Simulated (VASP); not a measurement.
Runs of VASP 6.6.1 on NaH. The structure is that of space group Pm-3m (No. 221), or close to it. The cells are those of the table. 

```csv
cell,gap on the mesh (eV),pressure (GPa)
"a = 2.955 Å, 2 atoms",0.80,(b)
"a = 2.994 Å, 2 atoms",0.81,(a)
"a = 2.915 Å, 2 atoms",0.79,0.6
"a = 3.013 Å, 2 atoms",0.81,-1.6
"a = 2.895 Å, 2 atoms",0.79,1.2
```

Alike in all rows: task single point; level PBEsol; potentials or basis VASP PAW PBE potentials, release 64 (Na_pv, H); no spin polarisation; k mesh 6 × 6 × 6; cutoff (eV) 520; smearing gaussian 0.01 eV.

Task: Fill in the values left out.

Result: (a) -1.3; (b) -0.4.

Caveats: the PAW data sets were made with another functional, which shifts forces and pressure a little.

A k mesh can miss the band edges.
